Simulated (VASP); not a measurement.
Here is a VASP 6.6.1 calculation.

Contents of INCAR:

```
PREC = Accurate
ENCUT = 600
EDIFF = 1E-6
ISMEAR = -1
SIGMA = 0.1
LREAL = False
LASPH = True
NELM = 60
ALGO = Normal
ISIF = 3
LWAVE = False
LCHARG = False
GGA = PE
IBRION = 2
NSW = 32
EDIFFG = -0.005
PSTRESS = 1100.0
```

KPOINTS

```
regular mesh
0
Gamma
  17 17 17
```

POSCAR

```
MgO
1.0
    0.0000000000      1.8892856860      1.8892856860
    1.8892856860      0.0000000000      1.8892856860
    1.8892856860      1.8892856860      0.0000000000
Mg O
1 1
Direct
    0.0000000000      0.0000000000      0.0000000000
    0.5000000000      0.5000000000      0.5000000000
```

Potentials or basis: VASP PAW PBE potentials, release 64 (Mg, O).

Run with:

```bash
$ cat potpaw_PBE.64/Mg/POTCAR potpaw_PBE.64/O/POTCAR > POTCAR
$ mpirun -np 1 vasp_std > vasp.out
```

**Question.** What does it give for the space group after relaxing (to 0.1 Å)?

**Answer.** Fm-3m (No. 225).

**Question.** Predict the relaxed volume.

**Answer.** 6.75 Å³/atom.

**Question.** Predict the band gap on the k mesh.

**Answer.** 8.60 eV.

The path:
| step | energy change (eV) | largest force (eV/Å) | pressure (GPa) | volume (Å³) |
| --- | --- | --- | --- | --- |
| 1 | 0.0000 | 0.0000 | 110.44 | 13.49 |
| 2 | -0.0246 | 0.0000 | 108.91 | 13.52 |
| 3 | -0.0061 | 0.0000 | 109.99 | 13.50 |

Caveat: the cell is relaxed towards a set pressure, so the run minimises the enthalpy, not the energy; an odd mesh through Γ misses points on the zone boundary, where band edges can lie.
